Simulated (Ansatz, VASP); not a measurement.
**Two plane-wave programs on ZnS**

File INCAR:

```
PREC     = Accurate       # precision mode
ENCUT    = 520            # plane-wave cutoff, eV
EDIFF    = 1E-7           # SCF threshold, eV
ISMEAR   = 0              # smearing method
SIGMA    = 0.01           # smearing width, eV
LREAL    = F              # projectors in reciprocal space
LASPH    = T              # aspherical terms in the spheres
NELM     = 150            # most SCF steps
ALGO     = Normal         # electronic algorithm
ISIF     = 2              # what is computed and relaxed
LWAVE    = F              # write WAVECAR
LCHARG   = F              # write CHGCAR
LDAU     = T              # DFT+U
LDAUTYPE = 2            
LDAUL    = 2 -1           # shell
LDAUU    = 1.5 0          # U, eV
LDAUJ    = 0 0          
LDAUPRINT= 1            
GGA      = CA             # functional
NBANDS   = 36             # bands
```

File KPOINTS:

```
Automatic mesh
0
Gamma
  6 6 6
```

The input POSCAR:

```
ZnS
1.0
    1.9030712000      1.0987386700      9.3519478300
   -1.9030712000      1.0987386700      9.3519478300
    0.0000000000     -2.1974773400      9.3519478300
Zn S
3 3
Direct
    0.9999711404      0.9999711404      0.9999711404
    0.2222694100      0.2222694100      0.2222694100
    0.4446134401      0.4446134401      0.4446134401
    0.0832671700      0.0832671700      0.0832671700
    0.5278423001      0.5278423001      0.5278423001
    0.3053625400      0.3053625400      0.3053625400
```

Input for Ansatz:

```yaml
crystal:
  lattice:
    - [1.9030712, 1.09873867, 9.35194783]
    - [-1.9030712, 1.09873867, 9.35194783]
    - [0.0, -2.19747734, 9.35194783]
  atoms:
    - { symbol: Zn, position: [0.9999711404149981, 0.9999711404149981, 0.9999711404149981] }
    - { symbol: Zn, position: [0.22226941001516115, 0.22226941001516115, 0.22226941001516115] }
    - { symbol: Zn, position: [0.4446134401357826, 0.4446134401357826, 0.4446134401357826] }
    - { symbol: S, position: [0.08326717002226904, 0.08326717002226904, 0.08326717002226904] }
    - { symbol: S, position: [0.5278423001353861, 0.5278423001353861, 0.5278423001353861] }
    - { symbol: S, position: [0.3053625400018226, 0.3053625400018226, 0.3053625400018226] }
basis:
  ecutwfc: 450.0
kpoints:
  mp_grid:
    grid: [6, 6, 6]
hamiltonian:
  xc: lda
  hubbard:
    - { species: Zn, l: d, u_eff: 1.5 }
scf:
  occupations:
    method: fixed
output:
  eigenvalues: true
```

Alike in both runs: task single point; functional LDA; k mesh 6 × 6 × 6; no spin polarisation; Hubbard terms Zn d U = 1.5 eV.

|  | VASP | Ansatz |
| --- | --- | --- |
| version | VASP 6.6.1 | Ansatz 0.2.0 |
| potentials or method | VASP PAW LDA potentials, release 64 (Zn, S), cutoff 520 eV | plane waves, PAW |
| occupations | gaussian, width 0.01 eV | fixed |
| valence electrons in the cell | 54 | 54 |

|  | VASP | Ansatz | Ansatz less VASP |
| --- | --- | --- | --- |
| gap on the k mesh at the Fermi level (eV) | 2.07 | 2.00 | -0.067 |

LDA's correlation is that of Perdew and Zunger in VASP and of Perdew and Wang (1992) in Ansatz. The programs project onto different local orbitals, so the same U acts differently, and such runs can settle in different states.
